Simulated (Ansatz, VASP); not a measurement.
# One calculation of GaAs, two programs

```
Ga As
1.0
     2.85944    0.00000    0.00000
    -1.42972    2.47635    0.00000
     0.00000    0.00000    5.41905
Ga As
1 1
Direct
  0.00000 0.00000 0.50000
  0.00000 0.00000 0.00000
```

Alike in both runs: functional PBE; k mesh 24 × 24 × 10; occupations gaussian, width 0.1 eV; no spin polarisation.

Ansatz relaxed the structure, and its values are those at the end. VASP's run is a single point on that final structure, the one shown.

|  | VASP | Ansatz |
| --- | --- | --- |
| version | VASP 6.6.1 | Ansatz 0.2.0 |
| potentials or method | VASP PAW PBE potentials, release 64 (Ga_d, As), cutoff 520 eV | scalar-relativistic, plane waves, PAW |
| valence electrons in the cell | 18 | 28 |

```csv
,VASP,Ansatz,Ansatz less VASP
gap on the k mesh at the Fermi level (eV),none,none,-
pressure (GPa),0.1,0.0,-0.12
```

A gap of «none» marks a metal or a gap that the smearing closes. VASP's potentials hold 18 valence electrons a cell and Ansatz's 28, so a difference there can come from the potentials and not from the codes.
